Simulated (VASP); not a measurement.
Here is a VASP 6.6.1 calculation.

INCAR

```
  PREC = Accurate
  ENCUT = 520
  EDIFF = 1E-7
  ISMEAR = 0
  SIGMA = 0.1
  LREAL = F
  LASPH = T
  NELM = 60
  ALGO = Fast
  ISIF = 2
  LWAVE = F
  LCHARG = T
  GGA = PE
  LELF = T
  LVHAR = T
  NBANDS = 25
```

File KPOINTS:

```
Automatic mesh
0
Gamma
  4 4 4
```

File POSCAR:

```
Al7Ir
1.0
    0.0000000000      3.9449188202      3.9449188202
    3.9449188202      0.0000000000      3.9449188202
    3.9449188202      3.9449188202      0.0000000000
Al Ir
7 1
Direct
    0.5000000000      0.5000000000      0.5000000000
    0.5000000000      0.0000000000      0.0000000000
    0.5000000000      0.0000000000      0.5000000000
    0.0000000000      0.5000000000      0.5000000000
    0.0000000000      0.5000000000      0.0000000000
    0.5000000000      0.5000000000      0.0000000000
    0.0000000000      0.0000000000      0.5000000000
    0.0000000000      0.0000000000      0.0000000000
```

Potentials or basis: VASP PAW PBE potentials, release 64 (Al, Ir).

Launch:

```bash
$ cat potpaw_PBE.64/Al/POTCAR potpaw_PBE.64/Ir/POTCAR > POTCAR
$ mpirun -np 1 vasp_std > vasp.out
```

(1) Estimate the band gap on the k mesh.

(2) What does it give for the pressure?

Results:

(1) zero (band 15 reaches 9.80 eV, above the bottom of band 16 at 7.94 eV).

(2) -0.1 GPa.

Caveat: spin-orbit coupling is left out, which moves the levels of the heavy elements.
